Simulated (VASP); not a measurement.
## RbBr: relaxation of cell and atoms with PBEsol

RbBr:

```xyz
2
Lattice="4.1929 0.0000 0.0000 0.0000 4.1929 0.0000 0.0000 0.0000 4.1929" Properties=species:S:1:pos:R:3 pbc="T T T"
Rb    0.0000    0.0000    0.0000
Br    2.0965    2.0965    2.0965
```

* Program: VASP 6.6.1
* Task: relaxation of cell and atoms
* Functional: PBEsol
* Potentials or basis: VASP PAW PBE potentials, release 64 (Rb_sv, Br)
* Cutoff: 600 eV
* k mesh: 6 × 6 × 6
* Occupations: fermi-dirac, width 0.02 eV
* Spin: no spin polarisation
* Dipole correction: no
* Further INCAR settings: ALGO = Normal; EDIFF = 1e-07; IBRION = 2; EDIFFG = -0.005; NSW = 80; ISIF = 3

The relaxed volume is 33.87 Å³/atom and the relaxed cell is a = 4.076 Å, b = 4.076 Å, c = 4.076 Å, α = 90.00°, β = 90.00°, γ = 90.00°. The space group after relaxing (to 0.1 Å) is Pm-3m (No. 221). The energy gained by relaxing is 11.7 meV/atom and the ionic steps are 4. The pressure after relaxing is 0.0 GPa. The band gap on the k mesh is 4.02 eV (least direct gap 4.18 eV).

Step by step:
```csv
step,energy change (eV),largest force (eV/Å),pressure (GPa),volume (Å³)
1,0.0000,0.0000,-1.15,73.71
2,-0.0163,0.0000,-0.69,70.92
3,-0.0233,0.0000,-0.07,68.05
4,-0.0234,0.0000,0.01,67.74
```

Final structure:
```cif
data_structure
_symmetry_space_group_name_H-M 'P 1'
_symmetry_Int_Tables_number 1
_cell_length_a 4.0764
_cell_length_b 4.0764
_cell_length_c 4.0764
_cell_angle_alpha 90.000
_cell_angle_beta 90.000
_cell_angle_gamma 90.000
_cell_volume 67.74
loop_
_atom_site_label
_atom_site_type_symbol
_atom_site_fract_x
_atom_site_fract_y
_atom_site_fract_z
_atom_site_occupancy
Rb1 Rb 0.00000 0.00000 0.00000 1
Br1 Br 0.50000 0.50000 0.50000 1
```

Levels at points of the mesh, in eV from the valence-band top:
```csv
k point,band 5,band 6,band 7,band 8,band 9,band 10,band 11,band 12
"(0.00, 0.00, 0.00)",-8.96,-0.16,-0.16,-0.16,4.02,5.41,5.41,10.00
"(0.50, 0.00, 0.00)",-8.91,-1.86,-0.25,-0.25,6.79,7.10,7.73,8.57
"(0.50, 0.50, 0.00)",-8.87,-1.11,-1.11,0.00,5.19,6.12,7.91,7.91
"(0.50, 0.50, 0.50)",-9.22,-1.46,-1.46,-1.46,8.22,8.22,8.22,9.47
```

It took 89 s on 1 thread of Intel Xeon 8259CL, on a shared host, peak memory 0.23 GiB.

Caveat: the PAW data sets were made with another functional, which shifts forces and pressure a little. A k mesh can miss the band edges.
